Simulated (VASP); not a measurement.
# Cl (Cmmm) in VASP: single point with LDA

Aim: the single point of Cl with LDA.

Everything below comes from runs of VASP 6.6.1. Logs are shortened: lines on timing, memory, paths and dates and some standing lists are left out, and cuts for length are marked.

## (1) The cell of the first run

Symmetry: Cmmm, No. 65, orthorhombic system. Conventional cell: a = 6.432 Å, b = 13.264 Å, c = 4.027 Å, α = 90.00°, β = 90.00°, γ = 90.00°. Within 5.3 Å of Cl (site symmetry m2m) lie 5 Cl at 4.02 to 4.23 Å.

## (2) Single point, LDA

The input, INCAR:

```
SYSTEM = Cl
PREC = Accurate ; ENCUT = 520
EDIFF = 1E-6 ; ISMEAR = 1
SIGMA = 0.1 ; LREAL = .False.
LASPH = .True. ; NELM = 60
ALGO = Normal ; ISIF = 2
LWAVE = .False. ; LCHARG = .False.
NBANDS = 14
```

The input, KPOINTS:

```
Automatic mesh
0
Gamma
  4 4 6
  0 0 0
```

The input, POSCAR:

```
Cl
1.0
    3.2157930000     -6.6318660000      0.0000000000
    3.2157930000      6.6318660000      0.0000000000
    0.0000000000      0.0000000000      4.0273770000
Cl
2
Direct
    0.1593530000      0.8406470000      0.0000000000
    0.8406470000      0.1593530000      0.0000000000
```

Potentials or basis: VASP PAW LDA potentials, release 64 (Cl).

On the command line:

```sh
cat potpaw_LDA.64/Cl/POTCAR > POTCAR
mpirun -np 1 vasp_std > vasp.out
```

OUTCAR:

```text
SYSTEM = Cl
   PREC = Accurate
   ENCUT = 520
   EDIFF = 1E-6
   ISMEAR = 1
   LREAL = .False.
   LASPH = .True.
   NELM = 60
   ISIF = 2

 ion  position               nearest neighbor table
   1  0.159  0.841  0.000-
   2  0.841  0.159  0.000-

  LATTYP: Found a base centered orthorhombic cell.
 ALAT       =     6.4315860000
 B/A-ratio  =     2.0622801281
 C/A-ratio  =     0.6261872266

  Lattice vectors:

 A1 = (   3.2157930000,  -6.6318660000,   0.0000000000)
 A2 = (   3.2157930000,   6.6318660000,   0.0000000000)
 A3 = (   0.0000000000,   0.0000000000,   4.0273770000)

Analysis of symmetry for initial positions (statically):
=====================================================================
 Subroutine PRICEL returns:
 Original cell was already a primitive cell.

 Routine SETGRP: Setting up the symmetry group for a
 base centered orthorhombic supercell.

 Subroutine GETGRP returns: Found  8 space group operations
 (whereof  8 operations were pure point group operations)
 out of a pool of  8 trial point group operations.

The static configuration has the point symmetry D_2h.

Analysis of symmetry for dynamics (positions and initial velocities):
=====================================================================
 Subroutine PRICEL returns:
 Original cell was already a primitive cell.

 Routine SETGRP: Setting up the symmetry group for a
 base centered orthorhombic supercell.

 Subroutine GETGRP returns: Found  8 space group operations
 (whereof  8 operations were pure point group operations)
 out of a pool of  8 trial point group operations.

The dynamic configuration has the point symmetry D_2h.

 Subroutine INISYM returns: Found  8 space group operations
 (whereof  8 operations are pure point group operations),
 and found     1 'primitive' translations

----------------------------------------------------------------------------------------

                                     Primitive cell

  volume of cell :     171.7814

  direct lattice vectors                    reciprocal lattice vectors
     3.215793000 -6.631866000  0.000000000     0.155482645 -0.075393562  0.000000000
     3.215793000  6.631866000  0.000000000     0.155482645  0.075393562  0.000000000
     0.000000000  0.000000000  4.027377000     0.000000000  0.000000000  0.248300569

  length of vectors
     7.370411879  7.370411879  4.027377000     0.172797691  0.172797691  0.248300569

  position of ions in fractional coordinates (direct lattice)
     0.159353000  0.840647000  0.000000000
     0.840647000  0.159353000  0.000000000

[... 89 lines left out ...]
   EMIN   =  10.00;   EMAX   =-10.00  energy-range for DOS
   EFERMI =   0.00;   METHOD = LEGACY
   ISMEAR =     1;   SIGMA  =   0.10  broadening in eV -4-tet -1-fermi 0-gaus
   EFERMI_NEDOS =   21; number of points for ismear=-14 and -15
   IALGO  =     38    algorithm
   IMIX   =      4    mixing-type and parameters
     AMIX     =   0.40;   BMIX     =  1.00
     AMIX_MAG =   1.60;   BMIX_MAG =  1.00
  volume/ion in A,a.u.               =      85.89       579.62
  Fermi-wavevector in a.u.,A,eV,Ry     =   0.709783  1.341295  6.854501  0.503792
  Thomas-Fermi vector in A             =   1.796456
   LORBIT       =      0    0 simple, 1 ext, 2 COOP (PROOUT), +10 PAW based schemes
   GGA     = CA    functional components
   LHFCALC =     F    Hartree Fock is set to
   AEXX    =    0.0000 exact exchange contribution
   IVDW    =     0    specifies the selected vdW correction
   LEPSILON=     F    determine dielectric tensor
   LRPA    =     F    only Hartree local field effects (RPA)
 non-spin polarized calculation
 Methfessel and Paxton  Order N= 1 SIGMA  =   0.10
  energy-cutoff  :      520.00
  volume of cell :      171.78
 maximum number of plane-waves:      4653
 NGX is ok and might be reduce to    56
   NGX = 27   NGY = 27   NGZ = 15

 number of electron      13.9999996 magnetization

 Free energy of the ion-electron system (eV)
  ---------------------------------------------------
  ext. energy  EPLUGINS =         0.00000000
  ---------------------------------------------------
  free energy    TOTEN  =        -0.71011314 eV

  energy without entropy =       -0.69552092  energy(sigma->0) =       -0.70524907

 E-fermi :  -6.4173     XC(G=0):  -4.4258

 val. band max:       -6.4256710927   @ k =   0.5000   0.0000   0.0000
 cond. band min:      -6.4156003678   @ k =  -0.2500   0.2500   0.3333
 fundamental gap:      0.0100707249
 Fermi energy:        -6.4173479955

 k-point     1 :       0.0000    0.0000    0.0000
  band No.  band energies     occupation
      1     -18.7220      2.00000
      2     -18.6322      2.00000
      3      -6.9344      2.00000
      4      -6.8974      2.00000
      5      -6.5009      1.99718
      6      -6.4751      1.81937
      7      -6.3689      0.27707
      8      -6.2745     -0.06140
      9       0.4460      0.00000
     10       3.3550      0.00000
     11       4.1586      0.00000
     12       4.3560      0.00000
     13       4.5567      0.00000
     14       4.5958      0.00000
[... 377 lines left out ...]
      1     -18.6215      2.00000
      2     -18.6020      2.00000
      3      -7.0423      2.00000
      4      -6.9941      2.00000
      5      -6.8450      2.00000
      6      -6.7503      2.00003
      7      -6.4573      1.61952
      8      -6.3478      0.08309
      9       3.0324      0.00000
     10       3.3682      0.00000
     11       3.9276      0.00000
     12       4.1559      0.00000
     13       4.1971      0.00000
     14       5.3239      0.00000

 [... further k-points ...]

------------------------ aborting loop because EDIFF is reached ----------------------------------------

  FORCE on cell =-STRESS in cart. coord.  units (eV):
  Direction    XX          YY          ZZ          XY          YZ          ZX
  --------------------------------------------------------------------------------------
  -------------------------------------------------------------------------------------
  Total       -1.1487707     -1.3414516     -1.9581655      0.0000000      0.0000000      0.0000000
  in kB      -10.7143993    -12.5115027    -18.2634940      0.0000000      0.0000000      0.0000000
  external PRESSURE =     -13.8297987 kB  Pullay stress =       0.0000000 kB

 VOLUME and BASIS-vectors are now :
 -----------------------------------------------------------------------------
  energy-cutoff  :      520.00
  volume of cell :      171.78
      direct lattice vectors                 reciprocal lattice vectors
     3.215793000 -6.631866000  0.000000000     0.155482645 -0.075393562  0.000000000
     3.215793000  6.631866000  0.000000000     0.155482645  0.075393562  0.000000000
     0.000000000  0.000000000  4.027377000     0.000000000  0.000000000  0.248300569

 POSITION                                       TOTAL-FORCE (eV/Angst)
 -----------------------------------------------------------------------------------
      3.21579      4.51825      0.00000         0.000000     -0.107665      0.000000
      3.21579     -4.51825      0.00000         0.000000      0.107665     -0.000000
 -----------------------------------------------------------------------------------
    total drift:                                0.000000      0.000000      0.000000

  FREE ENERGIE OF THE ION-ELECTRON SYSTEM (eV)
  ---------------------------------------------------
  free  energy   TOTEN  =        -0.7101131381 eV

  energy  without entropy=       -0.6955209206  energy(sigma->0) =       -0.70524907
```

OSZICAR:

```text
N       E                     dE             d eps       ncg     rms          rms(c)
DAV:   1     0.947996148667E+02    0.94800E+02   -0.46186E+03   784   0.715E+02
DAV:   2     0.906700094963E+01   -0.85733E+02   -0.81591E+02  1224   0.138E+02
DAV:   3    -0.523264430947E+00   -0.95903E+01   -0.94957E+01  1000   0.537E+01
DAV:   4    -0.714418445880E+00   -0.19115E+00   -0.18986E+00  1030   0.910E+00
DAV:   5    -0.717872423612E+00   -0.34540E-02   -0.34537E-02  1072   0.130E+00    0.567E-01
DAV:   6    -0.710777298783E+00    0.70951E-02   -0.16383E-02   988   0.624E-01    0.307E-01
DAV:   7    -0.709926001437E+00    0.85130E-03   -0.17155E-03  1030   0.206E-01    0.205E-01
DAV:   8    -0.709887869965E+00    0.38131E-04   -0.87512E-04  1048   0.139E-01    0.112E-01
DAV:   9    -0.710029578134E+00   -0.14171E-03   -0.12683E-04   880   0.412E-02    0.407E-02
DAV:  10    -0.710064095107E+00   -0.34517E-04   -0.38161E-05   880   0.189E-02    0.661E-03
DAV:  11    -0.710105226203E+00   -0.41131E-04   -0.69274E-06   820   0.131E-02    0.412E-03
DAV:  12    -0.710111294359E+00   -0.60682E-05   -0.72516E-07   784   0.357E-03    0.890E-04
DAV:  13    -0.710113044230E+00   -0.17499E-05   -0.39836E-07   656   0.237E-03    0.288E-04
DAV:  14    -0.710113138075E+00   -0.93845E-07   -0.37202E-08   830   0.825E-04
   1 F= -.71011314E+00 E0= -.70524907E+00  d E =-.145922E-01
```

stdout:

```text
POSCAR found type information on POSCAR Cl
 POSCAR found :  1 types and       2 ions
 scaLAPACK will be used
 LDA part: xc-table for (Slater(with rela. corr.)+CA(PZ))
 , standard interpolation
 POSCAR, INCAR and KPOINTS ok, starting setup
 FFT: planning ... GRIDC
 FFT: planning ... GRID_SOFT
 FFT: planning ... GRID
 WAVECAR not read
 entering main loop
```

Wall time 85 s (1 thread of Intel Xeon 8259CL, shared host); peak memory 0.24 GiB.

Results:

```yaml
Free_energy: -0.7101 eV
Pressure: -1.4 GPa
Largest_force: 0.108 eV/Å
Band_gap_on_the_k_mesh: zero (bands 7 and 8 overlap by 0.13 eV)
```

Forces in eV/Å, atoms in the order of the input:
```
Cl   0.000 -0.108  0.000
Cl   0.000  0.108  0.000
```

Stress tensor (GPa, compression positive):
```
-1.07  0.00  0.00
 0.00 -1.25  0.00
 0.00  0.00 -1.83
```

Levels at points of the mesh, in eV from the Fermi level:
```csv
k point,band 3,band 4,band 5,band 6,band 7,band 8,band 9,band 10,band 11,band 12
"(0.00, 0.00, 0.00)",-0.52,-0.48,-0.08,-0.06,0.05,0.14,6.86,9.77,10.58,10.77
"(0.50, 0.00, 0.00)",-0.56,-0.46,-0.13,-0.01,0.08,0.11,8.09,8.39,9.48,10.17
"(0.50, 0.50, 0.00)",-0.52,-0.34,-0.26,-0.04,0.07,0.12,7.84,8.07,9.75,10.87
"(0.00, 0.00, 0.50)",-0.70,-0.51,-0.39,-0.36,0.01,0.03,9.17,9.69,10.14,10.60
"(0.50, 0.00, 0.50)",-0.62,-0.58,-0.43,-0.33,-0.04,0.07,9.45,9.79,10.34,10.57
"(0.50, 0.50, 0.50)",-0.65,-0.56,-0.39,-0.22,-0.16,0.04,9.50,10.04,10.26,10.32
```

Caveat: the atoms stand far beyond bonding distance, and open shells without spin polarisation read as a metal.
